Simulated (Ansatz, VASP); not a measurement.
# One calculation of SnO2, two programs

File INCAR:

```
SYSTEM = SnO2
ALGO = Normal
EDIFF = 1E-6
ENCUT = 600
GGA = PE
GGA_COMPAT = .False.
ISIF = 2
ISMEAR = 0
LASPH = .True.
LCHARG = .True.
LELF = .True.
LREAL = .False.
LVHAR = .True.
LWAVE = .False.
NBANDS = 35
NELM = 120
PREC = Accurate
SIGMA = 0.01
```

File KPOINTS:

```
k-points
0
Gamma
  5 5 5
  0 0 0
```

Contents of POSCAR:

```
SnO2
1.0
   -1.9996340854      1.9996340854      5.1012674953
    1.9996340854     -1.9996340854      5.1012674953
    1.9996340854      1.9996340854     -5.1012674953
Sn O
2 4
Direct
    0.7500000000      0.2500000000      0.5000000000
    0.0000000000      0.0000000000      0.0000000000
    0.5463402343      0.0463402343      0.5000000000
    0.7963402343      0.7963402343      0.0000000000
    0.2036597657      0.2036597657      0.0000000000
    0.9536597657      0.4536597657      0.5000000000
```

Input for Ansatz:

```yaml
crystal:
  lattice:
    - [-1.9996340854, 1.9996340854, 5.1012674953]
    - [1.9996340854, -1.9996340854, 5.1012674953]
    - [1.9996340854, 1.9996340854, -5.1012674953]
  atoms:
    - { symbol: Sn, position: [0.75, 0.25, 0.5] }
    - { symbol: Sn, position: [0.0, 0.0, 0.0] }
    - { symbol: O, position: [0.5463402343, 0.0463402343, 0.5] }
    - { symbol: O, position: [0.7963402343, 0.7963402343, 0.0] }
    - { symbol: O, position: [0.2036597657, 0.2036597657, 0.0] }
    - { symbol: O, position: [0.9536597657, 0.4536597657, 0.5] }
kpoints:
  mp_grid: { grid: [5, 5, 5] }
hamiltonian:
  xc: pbe
scf:
  occupations: { method: fixed }
  n_extra_bands: 5
output:
  forces: true
  stress: true
  eigenvalues: true
```

Alike in both runs: task single point; functional PBE; k mesh 5 × 5 × 5; no spin polarisation.

```csv
,VASP,Ansatz
version,VASP 6.6.1,Ansatz 0.2.0
potentials or method,"VASP PAW PBE potentials, release 64 (Sn_d, O)",plane waves
plane-wave cutoff (eV),600,420
occupations,"gaussian, width 0.01 eV",fixed
valence electrons in the cell,52,52
```

|  | VASP | Ansatz | Ansatz less VASP |
| --- | --- | --- | --- |
| gap on the k mesh at the Fermi level (eV) | 1.70 | 1.71 | +0.011 |
| pressure (GPa) | 7.2 | 6.8 | -0.43 |
| traceless stress, the component that is largest in VASP (GPa) | 0.37 | 0.21 | -0.155 |
| rms of the force components (eV/Å) | 0.056 | 0.044 | -0.0121 |

Atom by atom the forces differ by 0.012 eV/Å (rms over components).

The k mesh is coarse, so the values compare programs but aren't converged.
